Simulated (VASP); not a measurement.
# Ta5O in VASP: further runs

Ta5O is run at these levels: PBEsol; tasks: single point.

Program: VASP 6.6.1. These are calculated values, not measurements. Logs are shortened: lines on timing, memory, paths and dates and some standing lists are left out, and cuts for length are marked.

## 1. The cell of the first run

The cell holds a slab with vacuum, 6 atoms: a = 3.281 Å, b = 3.281 Å, c = 25.561 Å, α = 90.00°, β = 90.00°, γ = 90.00°.

## 2. Single point, PBEsol

File INCAR:

```
SYSTEM = Ta5O
ALGO = Normal
DIPOL = 0.5 0.5 0.491
EDIFF = 1E-6
ENCUT = 520
GGA = PS
IDIPOL = 3
ISIF = 2
ISMEAR = 0
LASPH = .True.
LCHARG = .True.
LDIPOL = .True.
LELF = .True.
LREAL = .False.
LVACPOTAV = .True.
LVHAR = .True.
LWAVE = .False.
NBANDS = 40
NELM = 60
PREC = Accurate
SIGMA = 0.1
```

File KPOINTS:

```
k-points
0
Gamma
  9 9 1
  0 0 0
```

File POSCAR:

```
Ta5O
1.0
    3.2805195245      0.0000000000      0.0000000000
    0.0000000000      3.2805195245      0.0000000000
    0.0000000000      0.0000000000     25.5610390491
Ta O
5 1
Direct
    0.5000000000      0.5000000000      0.3325373427
    0.0000000000      0.0000000000      0.3967076512
    0.5000000000      0.5000000000      0.4611411134
    0.0000000000      0.0000000000      0.5263369579
    0.5000000000      0.5000000000      0.5815099130
    0.5000000000      0.6666666667      0.6463614041
```

Potentials or basis: VASP PAW PBE potentials, release 64 (Ta_pv, O).

On the command line:

```bash
> cat potpaw_PBE.64/Ta_pv/POTCAR potpaw_PBE.64/O/POTCAR > POTCAR
> mpirun -np 1 vasp_std > vasp.out
```

OUTCAR:

```text
SYSTEM = Ta5O
   EDIFF = 1E-6
   ENCUT = 520
   GGA = PS
   ISIF = 2
   ISMEAR = 0
   LASPH = .True.
   LREAL = .False.
   NELM = 60
   PREC = Accurate

 ion  position               nearest neighbor table
   1  0.500  0.500  0.333-   2 2.84   2 2.84   2 2.84   2 2.84   3 3.29
   2  0.000  0.000  0.397-   1 2.84   1 2.84   1 2.84   1 2.84   3 2.84   3 2.84   3 2.84   3 2.84
                             4 3.31
   3  0.500  0.500  0.461-   2 2.84   2 2.84   2 2.84   2 2.84   4 2.86   4 2.86   4 2.86   4 2.86
                             5 3.08   1 3.29
   4  0.000  0.000  0.526-   5 2.71   5 2.71   5 2.71   5 2.71   3 2.86   3 2.86   3 2.86   3 2.86
                             2 3.31
   5  0.500  0.500  0.582-   6 1.75   4 2.71   4 2.71   4 2.71   4 2.71   3 3.08
   6  0.500  0.667  0.646-   5 1.75

  LATTYP: Found a simple tetragonal cell.
 ALAT       =     3.2805195245
 C/A-ratio  =     7.7917655598

  Lattice vectors:

 A1 = (   3.2805195245,   0.0000000000,   0.0000000000)
 A2 = (   0.0000000000,   3.2805195245,   0.0000000000)
 A3 = (   0.0000000000,   0.0000000000,  25.5610390491)

Analysis of symmetry for initial positions (statically):
=====================================================================
 Subroutine PRICEL returns:
 Original cell was already a primitive cell.

 Routine SETGRP: Setting up the symmetry group for a
 simple tetragonal supercell.

 Subroutine GETGRP returns: Found  2 space group operations
 (whereof  2 operations were pure point group operations)
 out of a pool of 16 trial point group operations.

The static configuration has the point symmetry C_1h.

Analysis of symmetry for dynamics (positions and initial velocities):
=====================================================================
 Subroutine PRICEL returns:
 Original cell was already a primitive cell.

 Routine SETGRP: Setting up the symmetry group for a
 simple tetragonal supercell.

 Subroutine GETGRP returns: Found  2 space group operations
 (whereof  2 operations were pure point group operations)
 out of a pool of 16 trial point group operations.

The dynamic configuration has the point symmetry C_1h.

 Subroutine INISYM returns: Found  2 space group operations
 (whereof  2 operations are pure point group operations),
 and found     1 'primitive' translations

----------------------------------------------------------------------------------------

                                     Primitive cell

  volume of cell :     275.0830

[... 99 lines left out ...]
   IBRION =     -1    ionic relax: 0-MD 1-quasi-New 2-CG
   NFREE  =      0    steps in history (QN), initial steepest desc. (CG)
   ISIF   =      2    stress and relaxation
   ISYM   =      2    0-nonsym 1-usesym 2-fastsym
   POTIM  = 0.5000    time-step for ionic-motion
   TEBEG  =    0.0;   TEEND  =   0.0 temperature during run
   PSTRESS=    0.0 pullay stress
   NELECT =      61.0000    total number of electrons
   NUPDOWN=      -1.0000    fix difference up-down
   EMIN   =  10.00;   EMAX   =-10.00  energy-range for DOS
   EFERMI =   0.00;   METHOD = LEGACY
   ISMEAR =     0;   SIGMA  =   0.10  broadening in eV -4-tet -1-fermi 0-gaus
   EFERMI_NEDOS =   21; number of points for ismear=-14 and -15
   IALGO  =     38    algorithm
   IMIX   =      4    mixing-type and parameters
     AMIX     =   0.40;   BMIX     =  1.00
     AMIX_MAG =   1.60;   BMIX_MAG =  1.00
  volume/ion in A,a.u.               =      45.85       309.39
  Fermi-wavevector in a.u.,A,eV,Ry     =   0.990901  1.872531 13.359349  0.981884
  Thomas-Fermi vector in A             =   2.122604
   LORBIT       =      0    0 simple, 1 ext, 2 COOP (PROOUT), +10 PAW based schemes
   GGA     = PS    functional components
   LHFCALC =     F    Hartree Fock is set to
   AEXX    =    0.0000 exact exchange contribution
   IVDW    =     0    specifies the selected vdW correction
   LEPSILON=     F    determine dielectric tensor
   LRPA    =     F    only Hartree local field effects (RPA)
 non-spin polarized calculation
 Gauss-broadening in eV      SIGMA  =   0.10
  energy-cutoff  :      520.00
  volume of cell :      275.08
 maximum number of plane-waves:      7464
   NGX = 13   NGY = 13   NGZ = 95

 dipolmoment           0.000000      0.000000     -0.079746 electrons x Angstroem

 number of electron      61.0000016 magnetization

 dipolmoment           0.000000      0.000000      0.262056 electrons x Angstroem

 Free energy of the ion-electron system (eV)
  ---------------------------------------------------
  ext. energy  EPLUGINS =         0.00000000
  ---------------------------------------------------
  free energy    TOTEN  =       -66.41650382 eV

  energy without entropy =      -66.38401903  energy(sigma->0) =      -66.40026142

 E-fermi :  -2.1719     XC(G=0):  -5.2710

 val. band max:       -2.1788174716   @ k =   0.2222   0.2222   0.0000
 cond. band min:      -2.1531171476   @ k =   0.1111   0.1111   0.0000
 fundamental gap:      0.0257003239
 Fermi energy:        -2.1719200758

 k-point     1 :       0.0000    0.0000    0.0000
  band No.  band energies     occupation
      1     -36.9844      2.00000
      2     -36.7935      2.00000
      3     -36.7935      2.00000
      4     -36.2192      2.00000
      5     -36.1637      2.00000
      6     -36.0764      2.00000
[... 1021 lines left out ...]
     39       1.9734      0.00000
     40       2.2895      0.00000

 [... further k-points ...]
[... 5 lines left out ...]
  --------------------------------------------------------------------------------------
  -------------------------------------------------------------------------------------
  Total       -0.8088567     -1.2731564      3.4325473      0.0000000      0.9926246      0.0000000
  in kB       -4.7110576     -7.4152974     19.9923274      0.0000000      5.7813848      0.0000000
  external PRESSURE =       2.6219908 kB  Pullay stress =       0.0000000 kB

 VOLUME and BASIS-vectors are now :
 -----------------------------------------------------------------------------
  energy-cutoff  :      520.00
  volume of cell :      275.08
      direct lattice vectors                 reciprocal lattice vectors
     3.280519524  0.000000000  0.000000000     0.304829766  0.000000000  0.000000000
     0.000000000  3.280519524  0.000000000     0.000000000  0.304829766  0.000000000
     0.000000000  0.000000000 25.561039049     0.000000000  0.000000000  0.039122040

 POSITION                                       TOTAL-FORCE (eV/Angst)
 -----------------------------------------------------------------------------------
      1.64026      1.64026      8.50000         0.000000     -0.045331      1.312080
      0.00000      0.00000     10.14026         0.000000      0.052063     -1.250960
      1.64026      1.64026     11.78725         0.000000      0.071564     -0.524674
      0.00000      0.00000     13.45372         0.000000     -0.379491     -2.570239
      1.64026      1.64026     14.86400         0.000000     -0.082448      2.630609
      1.64026      2.18701     16.52167         0.000000      0.383643      0.403185
 -----------------------------------------------------------------------------------
    total drift:                                0.000000      0.000217      0.001156

  FREE ENERGIE OF THE ION-ELECTRON SYSTEM (eV)
  ---------------------------------------------------
  free  energy   TOTEN  =       -66.4165038189 eV

  energy  without entropy=      -66.3840190263  energy(sigma->0) =      -66.40026142

 vacuum level on the upper side and lower side of the slab         6.336         1.930
```

stdout:

```text
POSCAR found type information on POSCAR TaO
 POSCAR found :  2 types and       6 ions
 scaLAPACK will be used
 -----------------------------------------------------------------------------
|                                                                             |
[... 23 lines left out ...]
|     field-free region was found. Please increase the size of  your cell     |
|     in the dimension of the dipole correction to obtain accurate            |
|     workfunction values.                                                    |
|                                                                             |
 -----------------------------------------------------------------------------
```

Run time: 6.3 min. Hardware: 1 thread of Intel Xeon 6975P-C (Granite Rapids), shared host; peak memory 0.45 GiB.

Results:

- Free energy: -66.4165 eV
- Largest force: 2.632 eV/Å

Forces on the atoms (eV/Å):
```
Ta   0.000 -0.045  1.312
Ta   0.000  0.052 -1.251
Ta   0.000  0.072 -0.525
Ta   0.000 -0.379 -2.570
Ta   0.000 -0.082  2.631
O    0.000  0.384  0.403
```

Caveat: the PAW data sets were made with another functional, which shifts forces and pressure a little; spin-orbit coupling is left out, which moves the levels of the heavy elements; an odd number of electrons without spin polarisation forces a metal; a magnetic or distorted state may lie lower.

## 3. Single point, PBEsol

File INCAR:

```
PREC = Accurate ; ENCUT = 520
EDIFF = 1E-6 ; ISMEAR = 0
SIGMA = 0.1 ; LREAL = False
LASPH = True ; NELM = 100
ALGO = Normal ; ISIF = 2
LWAVE = False ; LCHARG = False
LDIPOL = True ; IDIPOL = 3
DIPOL = 0.5 0.5 0.489 ; GGA = PS
NBANDS = 40
```

File KPOINTS:

```
Automatic mesh
0
Gamma
  9 9 1
```

Changes to POSCAR since step 2:

```diff
@@ -13,2 +13,2 @@
     0.5000000000      0.5000000000      0.5815099130
-    0.5000000000      0.6666666667      0.6463614041
+    0.5000000000      0.8333333333      0.6366761484
```

Potentials or basis: VASP PAW PBE potentials, release 64 (Ta_pv, O).

On the command line:

```bash
> cat potpaw_PBE.64/Ta_pv/POTCAR potpaw_PBE.64/O/POTCAR > POTCAR
> mpirun -np 1 vasp_std > vasp.out
```

It took 5.7 min on 1 thread of Intel Xeon 6975P-C (Granite Rapids), shared host; peak memory 0.45 GiB.

Results (log left out):

- Free energy: -66.8099 eV
- Largest force: 2.845 eV/Å

Forces in eV/Å, atoms in the order of the input:
```
Ta   0.000 -0.103  1.268
Ta   0.000  0.089 -1.234
Ta   0.000  0.172 -0.346
Ta   0.000 -0.618 -2.546
Ta   0.000 -1.124  2.614
O    0.000  1.584  0.245
```

Levels at points of the mesh, in eV from the Fermi level:
```
           k point  band 26  band 27  band 28  band 29  band 30  band 31  band 32  band 33  band 34  band 35
(0.00, 0.00, 0.00)    -1.69    -0.40    -0.11     0.40     0.40     0.53     0.71     0.74     1.25     1.51
```

Caveat: the PAW data sets were made with another functional, which shifts forces and pressure a little; spin-orbit coupling is left out, which moves the levels of the heavy elements; an odd number of electrons without spin polarisation forces a metal; a magnetic or distorted state may lie lower.
